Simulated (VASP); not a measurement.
Input of a VASP 6.6.1 run:

Contents of INCAR:

```
ALGO     = Normal         # electronic algorithm
EDIFF    = 1E-7           # SCF threshold, eV
ENCUT    = 520            # plane-wave cutoff, eV
GGA      = PS             # functional
ISIF     = 2              # what is computed and relaxed
ISMEAR   = -1             # smearing method
LASPH    = T              # aspherical terms in the spheres
LCHARG   = F              # write CHGCAR
LREAL    = F              # projectors in reciprocal space
LWAVE    = F              # write WAVECAR
NBANDS   = 17             # bands
NELM     = 100            # most SCF steps
PREC     = Accurate       # precision mode
SIGMA    = 0.05           # smearing width, eV
```

File KPOINTS:

```
k-points
0
Gamma
  10 10 5
```

Contents of POSCAR:

```
Hf
1.0
    3.1147845254      0.0000000000      0.0000000000
   -1.5573922627      2.6974825263      0.0000000000
    0.0000000000      0.0000000000      4.9292156664
Hf
2
Direct
    0.6666666667      0.3333333333      0.7500000000
    0.3333333333      0.6666666667      0.2500000000
```

Potentials or basis: VASP PAW PBE potentials, release 64 (Hf_pv).

Run with:

```bash
$ cat potpaw_PBE.64/Hf_pv/POTCAR > POTCAR
$ mpirun -np 1 vasp_std > vasp.out
```

Problem. Estimate the pressure.

Solution. 4.6 GPa.

Problem. Estimate the band gap on the k mesh.

Solution. Zero (band 10 reaches 6.48 eV, above the bottom of band 11 at 4.94 eV).

Stress tensor (GPa, compression positive):
```
4.62 0.00 0.00
0.00 4.62 0.00
0.00 0.00 4.51
```

Caveat: the PAW data sets were made with another functional, which shifts forces and pressure a little; spin-orbit coupling is left out, which moves the levels of the heavy elements.
